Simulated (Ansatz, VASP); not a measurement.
# One calculation of SiC, two programs

File INCAR:

```
PREC     = Accurate       # precision mode
ENCUT    = 600            # plane-wave cutoff, eV
EDIFF    = 1E-7           # SCF threshold, eV
ISMEAR   = 0              # smearing method
SIGMA    = 0.02           # smearing width, eV
LREAL    = F              # projectors in reciprocal space
LASPH    = T              # aspherical terms in the spheres
NELM     = 80             # most SCF steps
ALGO     = Normal         # electronic algorithm
ISIF     = 3              # what is computed and relaxed
LWAVE    = F              # write WAVECAR
LCHARG   = F              # write CHGCAR
GGA      = PE             # functional
IBRION   = 2              # ionic algorithm
NSW      = 100            # ionic steps
EDIFFG   = -0.01          # ionic threshold
```

The input KPOINTS:

```
regular mesh
0
Gamma
  8 8 8
```

Contents of POSCAR:

```
SiC
1.0
   -3.1335589481      3.7797706706      2.7684783959
    3.1335589481     -3.7797706706      2.7684783959
    3.1335589481      3.7797706706     -2.7684783959
Si C
6 6
Direct
    0.3537061960      0.4054351856      0.7591413817
    0.1462938040      0.9054351856      0.0517289896
    0.8537061960      0.0945648144      0.9482710104
    0.6462938040      0.5945648144      0.2408586183
    0.7500000000      0.2500000000      0.5000000000
    0.2500000000      0.7500000000      0.5000000000
    0.3444794926      0.1043336747      0.4488131673
    0.1555205074      0.6043336747      0.7598541821
    0.2500000000      0.2500000000      0.0000000000
    0.7500000000      0.7500000000      0.0000000000
    0.8444794926      0.3956663253      0.2401458179
    0.6555205074      0.8956663253      0.5511868327
```

Input for Ansatz:

```yaml
crystal:
  lattice:
    - [-3.1335589481, 3.7797706706, 2.7684783959]
    - [3.1335589481, -3.7797706706, 2.7684783959]
    - [3.1335589481, 3.7797706706, -2.7684783959]
  atoms:
    - { symbol: Si, position: [0.353706196, 0.4054351856, 0.7591413817] }
    - { symbol: Si, position: [0.146293804, 0.9054351856, 0.0517289896] }
    - { symbol: Si, position: [0.853706196, 0.0945648144, 0.9482710104] }
    - { symbol: Si, position: [0.646293804, 0.5945648144, 0.2408586183] }
    - { symbol: Si, position: [0.75, 0.25, 0.5] }
    - { symbol: Si, position: [0.25, 0.75, 0.5] }
    - { symbol: C, position: [0.3444794926, 0.1043336747, 0.4488131673] }
    - { symbol: C, position: [0.1555205074, 0.6043336747, 0.7598541821] }
    - { symbol: C, position: [0.25, 0.25, 0.0] }
    - { symbol: C, position: [0.75, 0.75, 0.0] }
    - { symbol: C, position: [0.8444794926, 0.3956663253, 0.2401458179] }
    - { symbol: C, position: [0.6555205074, 0.8956663253, 0.5511868327] }
basis:
  ecutwfc: 420
kpoints:
  mp_grid: { grid: [8, 8, 8] }
hamiltonian:
  xc: pbe
scf:
  occupations: { method: gaussian, width: 0.02 }
output:
  forces: true
  stress: true
  eigenvalues: true
relax:
  adjacent_minimum: "off"
  f_tol: 0.01
  max_steps: 80
  cell: { stress_tol: 0.05 }
```

Alike in both runs: task relaxation of cell and atoms; functional PBE; k mesh 8 × 8 × 8; occupations gaussian, width 0.02 eV; no spin polarisation.

|  | VASP | Ansatz |
| --- | --- | --- |
| version | VASP 6.6.1 | Ansatz 0.2.0 |
| potentials or method | VASP PAW PBE potentials, release 64 (Si, C), cutoff 600 eV | scalar-relativistic, plane waves, PAW |
| valence electrons in the cell | 48 | 48 |

|  | VASP | Ansatz | Ansatz less VASP |
| --- | --- | --- | --- |
| gap on the k mesh at the Fermi level, each at its own relaxed structure (eV) | 1.07 | 1.07 | +0.004 |
| relaxed volume (Å³/atom) | 10.92 | 10.93 | +0.008 |
| relaxed length of the cell vector where the two differ most in proportion (Å) | 5.635 | 5.637 | +0.0015 |
